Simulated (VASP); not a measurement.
A run of VASP 6.6.1:

Contents of INCAR:

```
PREC = Accurate
ENCUT = 520
EDIFF = 1E-7
ISMEAR = 0
SIGMA = 0.05
LREAL = Auto
LASPH = True
NELM = 150
ALGO = Normal
ISIF = 2
LWAVE = False
LCHARG = False
ISPIN = 2
MAGMOM = 0 0 0 0 0 0 0 0 0 0 0 0 0 0 0 0 0 0 0
LORBIT = 11
LMAXMIX = 4
GGA = PE
NBANDS = 94
```

The input KPOINTS:

```
Automatic mesh
0
Gamma
  3 3 2
```

Contents of POSCAR:

```
Ti6O13
1.0
   -2.9684730000     -4.7076070000      0.0000000000
    2.9680560000     -4.7076070000      0.0000000000
    1.4835700000      0.2423530000      7.0834650000
Ti O
6 13
Direct
    0.9092327751      0.5683471941      0.7018473304
    0.0682846461      0.4226123295      0.3288345464
    0.4857431992      0.4954265378      0.0431458333
    0.4103377845      0.0656150167      0.7333341804
    0.5655337676      0.9143476961      0.3359204852
    0.9726342976      0.0118899137      0.0091439712
    0.8018662407      0.3766430126      0.8806963823
    0.0636788291      0.2507257109      0.5707542848
    0.7143473469      0.6507240993      0.1617842398
    0.2844532820      0.4146214682      0.8195037316
    0.9414811205      0.7344159127      0.4596667027
    0.1556063075      0.6322619420      0.1284039661
    0.3066929468      0.8830754992      0.8965982044
    0.5126685805      0.7930124887      0.5711435011
    0.1808354542      0.0980879668      0.2183379180
    0.8026387746      0.9012030916      0.8048998619
    0.6095290586      0.4561604474      0.3250893454
    0.6650324917      0.1129955841      0.1204087265
    0.4674708032      0.2652577204      0.4331158550
```

Potentials or basis: VASP PAW PBE potentials, release 64 (Ti_sv, O).

Launch:

```bash
$ cat potpaw_PBE.64/Ti_sv/POTCAR potpaw_PBE.64/O/POTCAR > POTCAR
$ mpirun -np 1 vasp_std > vasp.out
```

Hardware: 1 thread of AMD EPYC 7571, with other jobs on the host.

**Question.** How long does it take, and how much memory?

**Answer.** Run time: 32 min on 1 thread of AMD EPYC 7571, on a shared host, peak memory 0.46 GiB. Counts: scf iterations 20, k points 10.
